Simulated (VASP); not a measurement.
# CoSi3 (Fm-3m) in VASP: further runs, part 2 of 3

VASP 6.6.1. Earlier steps stand in the parts before.

**3. Single point, PBEsol, collinear spin, ferromagnetic start**

This run uses another cell than the first one, of 13.18 Å³/atom, 0.815 times its volume.

File INCAR:

```
ALGO     = Normal         # electronic algorithm
EDIFF    = 1E-6           # SCF threshold, eV
ENCUT    = 520            # plane-wave cutoff, eV
GGA      = PS             # functional
ISIF     = 2              # what is computed and relaxed
ISMEAR   = 0              # smearing method
ISPIN    = 2              # spin polarisation
LASPH    = True           # aspherical terms in the spheres
LCHARG   = False          # write CHGCAR
LMAXMIX  = 4              # l up to which the mixer works
LORBIT   = 11             # projections on sites
LREAL    = False          # projectors in reciprocal space
LWAVE    = False          # write WAVECAR
MAGMOM   = 0 0 0 2        # initial moments
NBANDS   = 22             # bands
NELM     = 150            # most SCF steps
PREC     = Accurate       # precision mode
SIGMA    = 0.1            # smearing width, eV
```

File KPOINTS:

```
k-points
0
Gamma
  12 12 12
```

File POSCAR:

```
CoSi3
1.0
    0.0000000000      2.9759724507      2.9759724507
    2.9759724507      0.0000000000      2.9759724507
    2.9759724507      2.9759724507      0.0000000000
Si Co
3 1
Direct
    0.2500000000      0.2500000000      0.2500000000
    0.7500000000      0.7500000000      0.7500000000
    0.5000000000      0.5000000000      0.5000000000
    0.0000000000      0.0000000000      0.0000000000
```

Potentials or basis: VASP PAW PBE potentials, release 64 (Si, Co).

On the command line:

```sh
> cat potpaw_PBE.64/Si/POTCAR potpaw_PBE.64/Co/POTCAR > POTCAR
> mpirun -np 1 vasp_std > vasp.out
```

OUTCAR:

```text
EDIFF = 1E-6
   ENCUT = 520
   GGA = PS
   ISIF = 2
   ISMEAR = 0
   ISPIN = 2
   LASPH = True
   LORBIT = 11
   LREAL = False
   NELM = 150
   PREC = Accurate

 ion  position               nearest neighbor table
   1  0.250  0.250  0.250-   4 2.58   4 2.58   4 2.58   3 2.58   3 2.58   3 2.58   4 2.58   3 2.58
                             2 2.98   2 2.98   2 2.98   2 2.98   2 2.98   2 2.98
   2  0.750  0.750  0.750-   3 2.58   3 2.58   3 2.58   4 2.58   4 2.58   4 2.58   4 2.58   3 2.58
                             1 2.98   1 2.98   1 2.98   1 2.98   1 2.98   1 2.98
   3  0.500  0.500  0.500-   1 2.58   1 2.58   1 2.58   2 2.58   2 2.58   2 2.58   2 2.58   1 2.58
                             4 2.98   4 2.98   4 2.98   4 2.98   4 2.98   4 2.98
   4  0.000  0.000  0.000-   2 2.58   2 2.58   2 2.58   1 2.58   1 2.58   1 2.58   2 2.58   1 2.58
                             3 2.98   3 2.98   3 2.98   3 2.98   3 2.98   3 2.98

  LATTYP: Found a face centered cubic cell.
 ALAT       =     5.9519449014

  Lattice vectors:

 A1 = (   0.0000000000,   2.9759724507,   2.9759724507)
 A2 = (   2.9759724507,   0.0000000000,   2.9759724507)
 A3 = (   2.9759724507,   2.9759724507,   0.0000000000)

Analysis of symmetry for initial positions (statically):
=====================================================================
 Subroutine PRICEL returns:
 Original cell was already a primitive cell.

 Routine SETGRP: Setting up the symmetry group for a
 face centered cubic supercell.

 Subroutine GETGRP returns: Found 48 space group operations
 (whereof 48 operations were pure point group operations)
 out of a pool of 48 trial point group operations.

The static configuration has the point symmetry O_h .

Analysis of symmetry for dynamics (positions and initial velocities):
=====================================================================
 Subroutine PRICEL returns:
 Original cell was already a primitive cell.

 Routine SETGRP: Setting up the symmetry group for a
 face centered cubic supercell.

 Subroutine GETGRP returns: Found 48 space group operations
 (whereof 48 operations were pure point group operations)
 out of a pool of 48 trial point group operations.

The dynamic configuration has the point symmetry O_h .

Analysis of structural, dynamic, and magnetic symmetry:
=====================================================================
 Subroutine PRICEL returns:
 Original cell was already a primitive cell.

 Routine SETGRP: Setting up the symmetry group for a
 face centered cubic supercell.

 Subroutine GETGRP returns: Found 48 space group operations
 (whereof 48 operations were pure point group operations)
 out of a pool of 48 trial point group operations.

The overall configuration has the point symmetry O_h .

 Subroutine INISYM returns: Found 48 space group operations
 (whereof 48 operations are pure point group operations),
 and found     1 'primitive' translations

----------------------------------------------------------------------------------------

                                     Primitive cell

  volume of cell :      52.7129

  direct lattice vectors                    reciprocal lattice vectors
     0.000000000  2.975972451  2.975972451    -0.168012308  0.168012308  0.168012308
[... 84 lines left out ...]
   ISPIN  =      2    spin polarized calculation?
   LNONCOLLINEAR =      F non collinear calculations
   LSORBIT =      F    spin-orbit coupling
   LASPH  =      T    aspherical Exc in radial PAW
   ENCUT  =  520.0 eV  38.22 Ry    6.18 a.u.   7.83  7.83  7.83*2*pi/ulx,y,z
   NELM   =    150;   NELMIN=  2; NELMDL= -5     # of ELM steps
   EDIFF  = 0.1E-05   stopping-criterion for ELM
   LREAL  =      F    real-space projection
   EDIFFG = 0.1E-04   stopping-criterion for IOM
   NSW    =      0    number of steps for IOM
   IBRION =     -1    ionic relax: 0-MD 1-quasi-New 2-CG
   NFREE  =      0    steps in history (QN), initial steepest desc. (CG)
   ISIF   =      2    stress and relaxation
   ISYM   =      2    0-nonsym 1-usesym 2-fastsym
   POTIM  = 0.5000    time-step for ionic-motion
   TEBEG  =    0.0;   TEEND  =   0.0 temperature during run
   PSTRESS=    0.0 pullay stress
   NELECT =      21.0000    total number of electrons
   NUPDOWN=      -1.0000    fix difference up-down
   EMIN   =  10.00;   EMAX   =-10.00  energy-range for DOS
   EFERMI =   0.00;   METHOD = LEGACY
   ISMEAR =     0;   SIGMA  =   0.10  broadening in eV -4-tet -1-fermi 0-gaus
   EFERMI_NEDOS =   21; number of points for ismear=-14 and -15
   IALGO  =     38    algorithm
   IMIX   =      4    mixing-type and parameters
     AMIX     =   0.40;   BMIX     =  1.00
     AMIX_MAG =   1.60;   BMIX_MAG =  1.00
  volume/ion in A,a.u.               =      13.18        88.93
  Fermi-wavevector in a.u.,A,eV,Ry     =   1.204599  2.276361 19.742840  1.451058
  Thomas-Fermi vector in A             =   2.340319
   LORBIT       =     11    0 simple, 1 ext, 2 COOP (PROOUT), +10 PAW based schemes
   GGA     = PS    functional components
   LHFCALC =     F    Hartree Fock is set to
   AEXX    =    0.0000 exact exchange contribution
   IVDW    =     0    specifies the selected vdW correction
   LEPSILON=     F    determine dielectric tensor
   LRPA    =     F    only Hartree local field effects (RPA)
 spin polarized calculation
 Gauss-broadening in eV      SIGMA  =   0.10
  energy-cutoff  :      520.00
  volume of cell :       52.71
 maximum number of plane-waves:      1435
   NGX = 15   NGY = 15   NGZ = 15

 number of electron      21.0000001 magnetization       0.0613897

 Free energy of the ion-electron system (eV)
  ---------------------------------------------------
  ext. energy  EPLUGINS =         0.00000000
  ---------------------------------------------------
  free energy    TOTEN  =       -24.22414869 eV

  energy without entropy =      -24.20934440  energy(sigma->0) =      -24.21674654

 E-fermi :  10.5355     XC(G=0): -11.8404

 val. band max:       10.5308053704   @ k =   0.4167   0.1667   0.0833
 cond. band min:      10.5394422041   @ k =   0.3333   0.1667   0.0833
 fundamental gap:      0.0086368337
 Fermi energy:        10.5355391425

 spin component 1

 k-point     1 :       0.0000    0.0000    0.0000
  band No.  band energies     occupation
      1      -3.5498      1.00000
      2       6.3349      1.00000
      3       6.3349      1.00000
      4       6.3349      1.00000
      5       7.6175      1.00000
      6       8.4017      1.00000
[... 589 lines left out ...]
     21      21.9163      0.00000
     22      22.7807      0.00000

 [... further k-points ...]

 spin component 2

 k-point     1 :       0.0000    0.0000    0.0000
  band No.  band energies     occupation
      1      -3.5495      1.00000
      2       6.3536      1.00000
      3       6.3536      1.00000
      4       6.3536      1.00000
      5       7.6183      1.00000
      6       8.4039      1.00000
[... 589 lines left out ...]
     21      21.9184      0.00000
     22      22.7797      0.00000

 [... further k-points ...]
[... 5 lines left out ...]
  --------------------------------------------------------------------------------------
  -------------------------------------------------------------------------------------
  Total       -2.3984813     -2.3984813     -2.3984813      0.0000000     -0.0000000      0.0000000
  in kB      -72.9004494    -72.9004494    -72.9004494      0.0000000     -0.0000000      0.0000000
  external PRESSURE =     -72.9004494 kB  Pullay stress =       0.0000000 kB

 VOLUME and BASIS-vectors are now :
 -----------------------------------------------------------------------------
  energy-cutoff  :      520.00
  volume of cell :       52.71
      direct lattice vectors                 reciprocal lattice vectors
     0.000000000  2.975972451  2.975972451    -0.168012308  0.168012308  0.168012308
     2.975972451  0.000000000  2.975972451     0.168012308 -0.168012308  0.168012308
     2.975972451  2.975972451  0.000000000     0.168012308  0.168012308 -0.168012308

 POSITION                                       TOTAL-FORCE (eV/Angst)
 -----------------------------------------------------------------------------------
      1.48799      1.48799      1.48799        -0.000000     -0.000000     -0.000000
      4.46396      4.46396      4.46396         0.000000      0.000000      0.000000
      2.97597      2.97597      2.97597         0.000000      0.000000      0.000000
      0.00000      0.00000      0.00000         0.000000      0.000000      0.000000
 -----------------------------------------------------------------------------------
    total drift:                                0.000000     -0.000000      0.000000

  FREE ENERGIE OF THE ION-ELECTRON SYSTEM (eV)
  ---------------------------------------------------
  free  energy   TOTEN  =       -24.2241486889 eV

  energy  without entropy=      -24.2093444006  energy(sigma->0) =      -24.21674654

 total charge

# of ion       s       p       d       tot
------------------------------------------
    1        0.822   0.729   0.000   1.551
    2        0.822   0.729   0.000   1.551
    3        0.854   0.708   0.000   1.563
    4        0.399   0.428   7.418   8.245
--------------------------------------------------
tot          2.898   2.594   7.418  12.911

 magnetization (x)

# of ion       s       p       d       tot
------------------------------------------
    1        0.002  -0.001   0.000   0.001
    2        0.002  -0.001   0.000   0.001
    3       -0.000   0.002   0.000   0.001
    4       -0.000  -0.001   0.064   0.063
--------------------------------------------------
tot          0.003  -0.001   0.064   0.066
```

Run time: 3.6 min. Hardware: 1 thread of Intel Xeon Platinum 8259CL at 2.50GHz (Skylake/Cascade Lake), shared host; peak memory 0.29 GiB.

Results:

* Free energy: -24.2241 eV
* Pressure: -7.3 GPa
* Net moment: 0.06 μB per cell
* Site moments: Si +0.00; Co +0.06 μB
* Valence electrons inside the program's atomic spheres: Si 1.55, 1.56; Co 8.24

Caveat: the PAW data sets were made with another functional, which shifts forces and pressure a little.

[end of part 2 of 3]
